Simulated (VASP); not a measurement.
Input of a VASP 6.6.1 run:

INCAR

```
  PREC = Accurate
  ENCUT = 500
  EDIFF = 1E-6
  ISMEAR = 0
  SIGMA = 0.1
  LREAL = False
  LASPH = True
  NELM = 120
  ALGO = Normal
  ISIF = 2
  LWAVE = False
  LCHARG = False
  GGA = PE
  NBANDS = 28
  GGA_COMPAT = False
```

KPOINTS

```
regular mesh
0
Gamma
  6 6 6
```

File POSCAR:

```
Sr3SiTe
1.0
    5.9554682584      0.0000000000      0.0000000000
    0.0000000000      5.9554682584      0.0000000000
    0.0000000000      0.0000000000      6.1806115769
Sr Si Te
3 1 1
Direct
    0.5000000000      0.0000000000      0.9370531419
    0.0000000000      0.5000000000      0.9370531419
    0.0000000000      0.0000000000      0.4880386621
    0.0000000000      0.0000000000      0.0064331933
    0.5000000000      0.5000000000      0.6314218608
```

Potentials or basis: VASP PAW PBE potentials, release 64 (Sr_sv, Si, Te).

Command:

```bash
$ cat potpaw_PBE.64/Sr_sv/POTCAR potpaw_PBE.64/Si/POTCAR potpaw_PBE.64/Te/POTCAR > POTCAR
$ mpirun -np 1 vasp_std > vasp.out
```

Question: Estimate the band gap on the k mesh.

Answer: Zero (filled and empty bands touch).

Question: Estimate the pressure.

Answer: 0.0 GPa.

Forces in eV/Å, atoms in the order of the input:
```
Sr   0.000  0.000 -0.002
Sr   0.000  0.000 -0.002
Sr   0.000  0.000 -0.003
Si   0.000  0.000  0.008
Te   0.000  0.000 -0.001
```

Caveat: semilocal functionals underestimate gaps, and a narrow one can read as zero; spin-orbit coupling is left out, which moves the levels of the heavy elements.
